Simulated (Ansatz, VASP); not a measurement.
**SrWN2 in VASP and in Ansatz**

```
Sr W N
1.0
     3.15274    0.00000    0.00000
    -1.57637    2.73036    0.00000
     0.00000    0.00000    6.08879
Sr W N
1 1 2
Cartesian
  0.0000 0.0000 0.0000
  0.0000 0.0000 3.0444
  0.0000 1.8202 1.8624
  1.5764 0.9101 4.2263
```

Alike in both runs: functional PBE; k mesh 18 × 18 × 8; occupations gaussian, width 0.1 eV; no spin polarisation.

Ansatz relaxed the structure, and its values are those at the end. VASP's run is a single point on that final structure, the one shown.

```csv
,VASP,Ansatz
version,VASP 6.6.1,Ansatz 0.2.0
potentials or method,"VASP PAW PBE potentials, release 64 (Sr_sv, W_sv, N), cutoff 520 eV","scalar-relativistic, plane waves, PAW"
valence electrons in the cell,34,34
```

|  | VASP | Ansatz | Ansatz less VASP |
| --- | --- | --- | --- |
| gap on the k mesh at the Fermi level (eV) | none | none | - |
| pressure (GPa) | 1.0 | 0.0 | -1.01 |

A gap of «none» marks a metal or a gap that the smearing closes.

Neither program's run includes spin-orbit coupling.
